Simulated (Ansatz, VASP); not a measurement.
TiN: VASP beside Ansatz

```xyz
2
Lattice="0.0000 1.7975 1.7975 1.7975 0.0000 1.7975 1.7975 1.7975 0.0000" Properties=species:S:1:pos:R:3 pbc="T T T"
Ti    0.0000    0.0000    0.0000
N     1.7975    1.7975    1.7975
```

Change from the starting cell: volume scaled by 0.64, LAPW.

Alike in both runs: task single point; functional LDA; k mesh 17 × 17 × 17; occupations fermi-dirac, width 0.08 eV; no spin polarisation.

|  | VASP | Ansatz |
| --- | --- | --- |
| version | VASP 6.6.1 | Ansatz 0.2.0 |
| potentials or method | VASP PAW LDA potentials, release 64 (Ti_sv, N), cutoff 520 eV | all-electron LAPW, scalar-relativistic |

Ansatz gave:

| Item | Value |
| --- | --- |
| pressure (GPa) | 359.1 |

Task: Which values does VASP return?

Result: Pressure (GPa): 359.3.

LDA's correlation is that of Perdew and Zunger in VASP and of Perdew and Wang (1992) in Ansatz. Both programs put the cell under a high pressure, so it lies far from rest at this level. Ansatz ran all-electron here, and VASP with PAW potentials.

Noted on VASP's run: the cell as given lies far from equilibrium.
